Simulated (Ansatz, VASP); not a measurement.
Two plane-wave programs on W

```
CELL_PARAMETERS angstrom
4.50203 0.00000 0.00000
-2.25102 3.89888 0.00000
0.00000 0.00000 20.59490
ATOMIC_POSITIONS crystal
W 0.16667 0.33333 0.40483
W 0.50000 0.00000 0.43812
W 0.83333 0.66667 0.47083
W 0.16667 0.33333 0.52917
W 0.50000 0.00000 0.56188
W 0.83333 0.66667 0.59517
```

Alike in both runs: task single point; functional PBE; k mesh 9 × 9 × 1; occupations fermi-dirac, width 0.08 eV; no spin polarisation.

|  | VASP | Ansatz |
| --- | --- | --- |
| version | VASP 6.6.1 | Ansatz 0.2.0 |
| potentials or method | VASP PAW PBE potentials, release 64 (W_sv) | PAW with Ansatz's default frozen-core files, scalar-relativistic |
| plane-wave cutoff (eV) | 520 | 420 |
| valence electrons in the cell | 84 | 84 |

|  | VASP | Ansatz | Ansatz less VASP |
| --- | --- | --- | --- |
| rms of the force components (eV/Å) | 0.023 | 0.003 | -0.0203 |

Atom by atom the forces differ by 0.025 eV/Å (rms over components). Ansatz's warnings: structure snapped to symmetry.

Neither program's run includes spin-orbit coupling.
